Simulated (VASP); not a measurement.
# LaSi26C27 (a cell with a defect) in VASP: relaxation of the atoms with PBE

Aim: the relaxation of the atoms of LaSi26C27 (a cell with a defect) with PBE.

Everything below comes from runs of VASP 6.6.1. Logs are shortened: lines on timing, memory, paths and dates and some standing lists are left out, and cuts for length are marked.

**1. The cell of the first run**

The cell holds a defect, 54 atoms: a = 9.245 Å, b = 9.245 Å, c = 9.245 Å, α = 60.00°, β = 60.00°, γ = 60.00°.

**2. Relaxation of the atoms, PBE**

Input file INCAR:

```
SYSTEM = LaSi26C27
ALGO = Normal ; EDIFF = 1E-6
EDIFFG = -0.03 ; ENCUT = 520
GGA = PE ; IBRION = 2
ISIF = 2 ; ISMEAR = -1
LASPH = .True. ; LCHARG = .False.
LREAL = Auto ; LUSENCCL = .False.
LWAVE = .False. ; NELECT = 224.0
NELM = 60 ; NSW = 60
PREC = Accurate ; SIGMA = 0.01
```

Input file KPOINTS:

```
k-points
0
Gamma
  3 3 3
  0 0 0
```

Input file POSCAR:

```
LaSi26C27
1.0
    0.0000000000      6.5370000000      6.5370000000
    6.5370000000      0.0000000000      6.5370000000
    6.5370000000      6.5370000000      0.0000000000
La Si C
1 26 27
Direct
    0.0000000000      0.0000000000      0.0000000000
    0.0000000000      0.0000000000      0.3333333333
    0.0000000000      0.0000000000      0.6666666667
    0.0000000000      0.3333333333      0.0000000000
    0.0000000000      0.3333333333      0.3333333333
    0.0000000000      0.3333333333      0.6666666667
    0.0000000000      0.6666666667      0.0000000000
    0.0000000000      0.6666666667      0.3333333333
    0.0000000000      0.6666666667      0.6666666667
    0.3333333333      0.0000000000      0.0000000000
    0.3333333333      0.0000000000      0.3333333333
    0.3333333333      0.0000000000      0.6666666667
    0.3333333333      0.3333333333      0.0000000000
    0.3333333333      0.3333333333      0.3333333333
    0.3333333333      0.3333333333      0.6666666667
    0.3333333333      0.6666666667      0.0000000000
    0.3333333333      0.6666666667      0.3333333333
    0.3333333333      0.6666666667      0.6666666667
    0.6666666667      0.0000000000      0.0000000000
    0.6666666667      0.0000000000      0.3333333333
    0.6666666667      0.0000000000      0.6666666667
    0.6666666667      0.3333333333      0.0000000000
    0.6666666667      0.3333333333      0.3333333333
    0.6666666667      0.3333333333      0.6666666667
    0.6666666667      0.6666666667      0.0000000000
    0.6666666667      0.6666666667      0.3333333333
    0.6666666667      0.6666666667      0.6666666667
    0.0833333333      0.0833333333      0.0833333333
    0.0833333333      0.0833333333      0.4166666667
    0.0833333333      0.0833333333      0.7500000000
    0.0833333333      0.4166666667      0.0833333333
    0.0833333333      0.4166666667      0.4166666667
    0.0833333333      0.4166666667      0.7500000000
    0.0833333333      0.7500000000      0.0833333333
    0.0833333333      0.7500000000      0.4166666667
    0.0833333333      0.7500000000      0.7500000000
    0.4166666667      0.0833333333      0.0833333333
    0.4166666667      0.0833333333      0.4166666667
    0.4166666667      0.0833333333      0.7500000000
    0.4166666667      0.4166666667      0.0833333333
    0.4166666667      0.4166666667      0.4166666667
    0.4166666667      0.4166666667      0.7500000000
    0.4166666667      0.7500000000      0.0833333333
    0.4166666667      0.7500000000      0.4166666667
    0.4166666667      0.7500000000      0.7500000000
    0.7500000000      0.0833333333      0.0833333333
    0.7500000000      0.0833333333      0.4166666667
    0.7500000000      0.0833333333      0.7500000000
    0.7500000000      0.4166666667      0.0833333333
    0.7500000000      0.4166666667      0.4166666667
    0.7500000000      0.4166666667      0.7500000000
    0.7500000000      0.7500000000      0.0833333333
    0.7500000000      0.7500000000      0.4166666667
    0.7500000000      0.7500000000      0.7500000000
```

Potentials or basis: VASP PAW PBE potentials, release 64 (La, Si, C).

Launch:

```sh
$ cat potpaw_PBE.64/La/POTCAR potpaw_PBE.64/Si/POTCAR potpaw_PBE.64/C/POTCAR > POTCAR
$ mpirun -np 1 vasp_std > vasp.out
```

OUTCAR:

```text
SYSTEM = LaSi26C27
   EDIFF = 1E-6
   EDIFFG = -0.03
   ENCUT = 520
   GGA = PE
   IBRION = 2
   ISIF = 2
   ISMEAR = -1
   LASPH = .True.
   LREAL = Auto
   NELECT = 224.0
   NELM = 60
   NSW = 60
   PREC = Accurate

 ion  position               nearest neighbor table
   1  0.000  0.000  0.000-  28 1.89  30 1.89  34 1.89  46 1.89   7 3.08   8 3.08  10 3.08  12 3.08
                            16 3.08  19 3.08  20 3.08  22 3.08   2 3.08   3 3.08   4 3.08   6 3.08
   2  0.000  0.000  0.333-  28 1.89  29 1.89  35 1.89  47 1.89  10 3.08  11 3.08  17 3.08  20 3.08
                            23 3.08   1 3.08   4 3.08   5 3.08   8 3.08  21 3.08   9 3.08   3 3.08
   3  0.000  0.000  0.667-  30 1.89  29 1.89  36 1.89  48 1.89  12 3.08  18 3.08  19 3.08  21 3.08
                            24 3.08   1 3.08   6 3.08   7 3.08   9 3.08  11 3.08   5 3.08   2 3.08
   4  0.000  0.333  0.000-  28 1.89  31 1.89  33 1.89  49 1.89  10 3.08  13 3.08  15 3.08  22 3.08
                            23 3.08   1 3.08   2 3.08   5 3.08   6 3.08   9 3.08  25 3.08   7 3.08
   5  0.000  0.333  0.333-  29 1.89  31 1.89  50 1.89  32 1.89  14 3.08  23 3.08   2 3.08   4 3.08
                            11 3.08  13 3.08   3 3.08   7 3.08  24 3.08  26 3.08   6 3.08   8 3.08
   6  0.000  0.333  0.667-  30 1.89  32 1.89  33 1.89  51 1.89  15 3.08  22 3.08  24 3.08   1 3.08
                             3 3.08   4 3.08  12 3.08  14 3.08  27 3.08   8 3.08   9 3.08   5 3.08
   7  0.000  0.667  0.000-  34 1.89  31 1.89  36 1.89  52 1.89  16 3.08  18 3.08  19 3.08  25 3.08
                            26 3.08   1 3.08   3 3.08   8 3.08   9 3.08  13 3.08   5 3.08   4 3.08
   8  0.000  0.667  0.333-  32 1.89  34 1.89  35 1.89  53 1.89  17 3.08  20 3.08  26 3.08   1 3.08
                             2 3.08   7 3.08  16 3.08  14 3.08  27 3.08   5 3.08   9 3.08   6 3.08
   9  0.000  0.667  0.667-  36 1.89  35 1.89  33 1.89  54 1.89  25 3.08  27 3.08   3 3.08   7 3.08
[... 62 lines left out ...]
  53  0.750  0.750  0.417-   8 1.89  20 1.89  26 1.89  27 1.89
  54  0.750  0.750  0.750-  27 1.89  21 1.89  25 1.89   9 1.89

  LATTYP: Found a face centered cubic cell.
 ALAT       =    13.0740000000

  Lattice vectors:

 A1 = (   0.0000000000,   6.5370000000,   6.5370000000)
 A2 = (   6.5370000000,   0.0000000000,   6.5370000000)
 A3 = (   6.5370000000,   6.5370000000,   0.0000000000)

Analysis of symmetry for initial positions (statically):
=====================================================================
 Subroutine PRICEL returns:
 Original cell was already a primitive cell.

 Routine SETGRP: Setting up the symmetry group for a
 face centered cubic supercell.

 Subroutine GETGRP returns: Found 24 space group operations
 (whereof 24 operations were pure point group operations)
 out of a pool of 48 trial point group operations.

The static configuration has the point symmetry T_d .

Analysis of symmetry for dynamics (positions and initial velocities):
=====================================================================
 Subroutine PRICEL returns:
 Original cell was already a primitive cell.

[... 220 lines left out ...]
   LRPA    =     F    only Hartree local field effects (RPA)
 conjugate gradient relaxation of ions
 non-spin polarized calculation
  energy-cutoff  :      520.00
  volume of cell :      558.68
 maximum number of plane-waves:     15070
 NGX is ok and might be reduce to    70
   NGX = 35   NGY = 35   NGZ = 35

--------------------------------------- Ionic step        1  -------------------------------------------

 number of electron     223.9999999 magnetization

 Free energy of the ion-electron system (eV)
  ---------------------------------------------------
  ext. energy  EPLUGINS =         0.00000000
  ---------------------------------------------------
  free energy    TOTEN  =      -381.95254133 eV

  energy without entropy =     -381.95254133  energy(sigma->0) =     -381.95254133

 E-fermi :  10.0380     XC(G=0): -11.4694

 val. band max:        9.7698233298   @ k =   0.3333   0.3333   0.0000
 cond. band min:      10.3959767289   @ k =   0.3333   0.3333   0.0000
 fundamental gap:      0.6261533991
 Fermi energy:        10.0379796630

 k-point     1 :       0.0000    0.0000    0.0000
  band No.  band energies     occupation
      1     -20.8256      2.00000
      2      -7.6133      2.00000
      3      -7.6133      2.00000
      4      -7.6133      2.00000
      5      -6.9613      2.00000
      6      -5.0106      2.00000
[... 497 lines left out ...]
    123      13.1674      0.00000
    124      13.1836      0.00000
 [bands above 124 left out]

------------------------ aborting loop because EDIFF is reached ----------------------------------------

  FORCE on cell =-STRESS in cart. coord.  units (eV):
  Direction    XX          YY          ZZ          XY          YZ          ZX
  --------------------------------------------------------------------------------------
  -------------------------------------------------------------------------------------
  Total       55.3667328     55.3667328     55.3667328      0.0000000     -0.0000000      0.0000000
  in kB      158.7793531    158.7793531    158.7793531      0.0000000     -0.0000000      0.0000000
  external PRESSURE =     158.7793531 kB  Pullay stress =       0.0000000 kB
[... 603 lines left out ...]
--------------------------------------- Ionic step        8  -------------------------------------------

 number of electron     224.0000001 magnetization

 Free energy of the ion-electron system (eV)
  ---------------------------------------------------
  ext. energy  EPLUGINS =         0.00000000
  ---------------------------------------------------
  free energy    TOTEN  =      -389.67374040 eV

  energy without entropy =     -389.67374040  energy(sigma->0) =     -389.67374040

 E-fermi :   9.7146     XC(G=0): -11.4646

 val. band max:        9.3997655274   @ k =  -0.3333   0.3333   0.0000
 cond. band min:      10.1213359472   @ k =   0.3333   0.3333   0.0000
 fundamental gap:      0.7215704198
 Fermi energy:         9.7145838841

 k-point     1 :       0.0000    0.0000    0.0000
  band No.  band energies     occupation
      1     -21.1015      2.00000
      2      -7.0207      2.00000
      3      -6.5905      2.00000
      4      -6.5905      2.00000
      5      -6.5905      2.00000
      6      -5.0836      2.00000
[... 497 lines left out ...]
    123      13.0816      0.00000
    124      13.1812      0.00000
 [bands above 124 left out]

------------------------ aborting loop because EDIFF is reached ----------------------------------------

  FORCE on cell =-STRESS in cart. coord.  units (eV):
  Direction    XX          YY          ZZ          XY          YZ          ZX
  --------------------------------------------------------------------------------------
  -------------------------------------------------------------------------------------
  Total       49.7834358     49.7834358     49.7834358      0.0000000      0.0000000      0.0000000
  in kB      142.7677114    142.7677114    142.7677114      0.0000000      0.0000000      0.0000000
  external PRESSURE =     142.7677114 kB  Pullay stress =       0.0000000 kB
[... 69 lines left out ...]
  FREE ENERGIE OF THE ION-ELECTRON SYSTEM (eV)
  ---------------------------------------------------
  free  energy   TOTEN  =      -389.6737403987 eV

  energy  without entropy=     -389.6737403987  energy(sigma->0) =     -389.67374040

 reached required accuracy - stopping structural energy minimisation
```

Wall time 11 min (1 × NVIDIA H100 80GB with 1 thread of AMD EPYC 7R13 (Zen 3), shared host); peak memory 1.7 GiB.

What came out:

```
Free energy                  : -389.6737 eV
Energy gained by relaxing    : 143.0 meV/atom
Ionic steps                  : 8
Largest force after relaxing : 0.018 eV/Å
```

Forces in eV/Å, atoms in the order of the input:
```
La   0.000  0.000  0.000
Si  -0.004 -0.004  0.007
Si   0.004  0.004  0.007
Si  -0.004  0.007 -0.004
Si   0.010 -0.010 -0.010
Si  -0.007  0.004 -0.004
Si   0.004  0.007  0.004
Si  -0.007 -0.004  0.004
Si  -0.010  0.010  0.010
Si   0.007 -0.004 -0.004
Si  -0.010  0.010 -0.010
Si   0.004 -0.007 -0.004
Si  -0.010 -0.010  0.010
Si   0.010  0.010  0.010
Si   0.000  0.000  0.013
Si   0.004 -0.004 -0.007
Si   0.000  0.013  0.000
Si  -0.013  0.000  0.000
Si   0.007  0.004  0.004
Si  -0.004 -0.007  0.004
Si   0.010 -0.010  0.010
Si  -0.004  0.004 -0.007
Si   0.013  0.000  0.000
Si   0.000 -0.013  0.000
Si   0.010  0.010 -0.010
Si   0.000  0.000 -0.013
Si  -0.010 -0.010 -0.010
C   -0.001 -0.001 -0.001
C    0.000  0.000 -0.016
C    0.001  0.001 -0.001
C    0.000 -0.016  0.000
C    0.016  0.000  0.000
C    0.008 -0.008 -0.004
C    0.001 -0.001  0.001
C    0.008 -0.004 -0.008
C    0.004 -0.008 -0.008
C   -0.016  0.000  0.000
C    0.000  0.016  0.000
C   -0.008  0.008 -0.004
C    0.000  0.000  0.016
C   -0.010 -0.010 -0.010
C    0.010  0.010 -0.010
C   -0.008 -0.004  0.008
C    0.010 -0.010  0.010
C    0.004  0.008  0.008
C   -0.001  0.001  0.001
C   -0.004  0.008 -0.008
C   -0.008  0.004 -0.008
C   -0.004 -0.008  0.008
C   -0.010  0.010  0.010
C    0.008  0.004  0.008
C   -0.008 -0.008  0.004
C    0.008  0.008  0.004
C    0.000  0.000  0.000
```

Step by step:
```
step  energy change (eV)  largest force (eV/Å)  pressure (GPa)
   1              0.0000               11.5364           15.88
   2             -5.6599                3.9386           14.67
   3             -7.4691                1.2178           14.32
   4             -7.5297                1.0022           14.35
   5             -7.7100                0.2051           14.26
   6             -7.7205                0.0564           14.27
   7             -7.7207                0.0605           14.27
   8             -7.7212                0.0179           14.28
```

Caveat: the cell carries a net charge on a neutralising background, which shifts energy and pressure; the cell is charged against a uniform background, so pressure and absolute levels hang on convention; spin-orbit coupling is left out, which moves the levels of the heavy elements.
